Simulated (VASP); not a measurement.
Here is a VASP 6.6.1 calculation.

INCAR

```
PREC = Accurate ; ENCUT = 520
EDIFF = 1E-6 ; ISMEAR = 0
SIGMA = 0.15 ; LREAL = F
LASPH = T ; NELM = 80
ALGO = Fast ; ISIF = 2
LWAVE = F ; LCHARG = T
GGA = PS ; LELF = T
LVHAR = T ; NBANDS = 18
```

The input KPOINTS:

```
Automatic mesh
0
Gamma
  18 18 10
```

POSCAR

```
Sc
1.0
    3.2591659288      0.0000000000      0.0000000000
   -1.6295829644      2.8225204895      0.0000000000
    0.0000000000      0.0000000000      5.4260400000
Sc
2
Direct
    0.3333333333      0.6666666667      0.2500000000
    0.6666666667      0.3333333333      0.7500000000
```

Potentials or basis: VASP PAW PBE potentials, release 64 (Sc_sv).

Launch:

```console
$ cat potpaw_PBE.64/Sc_sv/POTCAR > POTCAR
$ mpirun -np 1 vasp_std > vasp.out
```

(1) Predict the band gap on the k mesh.

(2) Estimate the pressure.

Answers

(1) zero (band 11 reaches 4.23 eV, above the bottom of band 12 at 3.11 eV).

(2) -2.5 GPa.

Caveat: the cell differs from its parent crystal (strain -0.015 along x and y, +0.030 along z); the PAW data sets were made with another functional, which shifts forces and pressure a little.
